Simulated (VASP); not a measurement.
Crystal: K4Cl.

```
K Cl
1.0
     6.75138    0.00000    0.00000
     0.00000    6.75138    0.00000
     0.00000    0.00000    6.75138
K Cl
4 1
Direct
  0.25000 0.25000 0.25000
  0.75000 0.75000 0.25000
  0.75000 0.25000 0.75000
  0.25000 0.75000 0.75000
  0.00000 0.00000 0.00000
```

This cell differs from its parent crystal: atoms taken out.

```yaml
Program: VASP 6.6.1
Task: relaxation of cell and atoms
Functional: PBE
Potentials_or_basis: VASP PAW PBE potentials, release 64 (K_sv, Cl)
Cutoff: 600 eV
k_mesh: 6 × 6 × 6
Occupations: gaussian, width 0.1 eV
Spin: no spin polarisation
```

At the start: pressure 0.6 GPa; volume 61.55 Å³/atom.

How do energy, volume and symmetry change on relaxing?

Over 4 steps the energy falls by 9.8 meV/atom and the volume is 66.58 Å³/atom (+8.2 %); space group P-43m (No. 215, to 0.1 Å) before and after.

The path:
| step | energy change (eV) | largest force (eV/Å) | pressure (GPa) | volume (Å³) |
| --- | --- | --- | --- | --- |
| 1 | 0.0000 | 0.1815 | 0.57 | 307.74 |
| 2 | -0.0324 | 0.1030 | 0.32 | 317.68 |
| 3 | -0.0489 | 0.0051 | -0.04 | 334.87 |
| 4 | -0.0492 | 0.0055 | -0.01 | 332.92 |

Final structure:
```yaml
crystal:
  lattice:
    - [6.93078, 0.00000, 0.00000]
    - [0.00000, 6.93078, 0.00000]
    - [0.00000, 0.00000, 6.93078]
  atoms:
    - { symbol: K, position: [0.25186, 0.25186, 0.25186] }
    - { symbol: K, position: [0.74814, 0.74814, 0.25186] }
    - { symbol: K, position: [0.74814, 0.25186, 0.74814] }
    - { symbol: K, position: [0.25186, 0.74814, 0.74814] }
    - { symbol: Cl, position: [0.00000, 0.00000, 0.00000] }
```

Caveat: the cell differs from its parent crystal (atoms taken out); an odd number of electrons without spin polarisation forces a metal; a magnetic or distorted state may lie lower.
